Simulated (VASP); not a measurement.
Wanted: the native input for a VASP 6.6.1 run.

```yaml
Task: single point
Functional: r2SCAN
Potentials_or_basis: VASP PAW PBE potentials, release 64 (Sc_sv, Re, Bi_d)
Cutoff: 520 eV
k_mesh: 4 × 4 × 4
Occupations: gaussian, width 0.1 eV
Spin: no spin polarisation
Dipole_correction: no
Further_INCAR_settings: ALGO = Normal; EDIFF = 1e-07; NBANDS = 36
```

Sc3ReBi:

```xyz
5
Lattice="4.6054 0.0000 0.0000 0.0000 4.6054 0.0000 0.0000 0.0000 4.6054" Properties=species:S:1:pos:R:3 pbc="T T T"
Sc    0.0000    2.3027    2.3027
Sc    2.3027    0.0000    2.3027
Sc    2.3027    2.3027    0.0000
Re    0.0000    0.0000    0.0000
Bi    2.3027    2.3027    2.3027
```

These files were run (other wordings do the same):

POSCAR

```
Sc3ReBi
1.0
    4.6053547584      0.0000000000      0.0000000000
    0.0000000000      4.6053547584      0.0000000000
    0.0000000000      0.0000000000      4.6053547584
Sc Re Bi
3 1 1
Direct
    0.0000000000      0.5000000000      0.5000000000
    0.5000000000      0.0000000000      0.5000000000
    0.5000000000      0.5000000000      0.0000000000
    0.0000000000      0.0000000000      0.0000000000
    0.5000000000      0.5000000000      0.5000000000
```

INCAR.step1

```
PREC     = Accurate       # precision mode
ENCUT    = 520            # plane-wave cutoff, eV
ISMEAR   = 0              # smearing method
SIGMA    = 0.1            # smearing width, eV
LREAL    = F              # projectors in reciprocal space
LASPH    = T              # aspherical terms in the spheres
NELM     = 60             # most SCF steps
NBANDS   = 36             # bands
GGA      = PE             # functional
ALGO     = Normal         # electronic algorithm
EDIFF    = 1E-4           # SCF threshold, eV
LWAVE    = T              # write WAVECAR
LCHARG   = F              # write CHGCAR
```

INCAR.step2

```
PREC     = Accurate       # precision mode
ENCUT    = 520            # plane-wave cutoff, eV
EDIFF    = 1E-7           # SCF threshold, eV
ISMEAR   = 0              # smearing method
SIGMA    = 0.1            # smearing width, eV
LREAL    = F              # projectors in reciprocal space
LASPH    = T              # aspherical terms in the spheres
NELM     = 60             # most SCF steps
ALGO     = Normal         # electronic algorithm
ISIF     = 2              # what is computed and relaxed
LWAVE    = F              # write WAVECAR
LCHARG   = F              # write CHGCAR
METAGGA  = R2SCAN         # meta-GGA
LMIXTAU  = T            
NBANDS   = 36             # bands
ISTART   = 1
```

KPOINTS

```
regular mesh
0
Gamma
  4 4 4
```

Potentials or basis: VASP PAW PBE potentials, release 64 (Sc_sv, Re, Bi_d).

The run is started by

```bash
$ cat potpaw_PBE.64/Sc_sv/POTCAR potpaw_PBE.64/Re/POTCAR potpaw_PBE.64/Bi_d/POTCAR > POTCAR
$ cp INCAR.step1 INCAR
$ mpirun -np 1 vasp_std > vasp.out
$ cp INCAR.step2 INCAR
$ mpirun -np 1 vasp_std > vasp.out
```

Results of the run:

```json
{
 "Pressure": "52.5 GPa"
}
```

Caveat: the PAW data sets were made with another functional, which shifts forces and pressure a little.

Wall time 110 s on 1 thread of Intel(R) Xeon(R) Platinum 8488C (Sapphire Rapids) (shared host), peak memory 0.23 GiB.
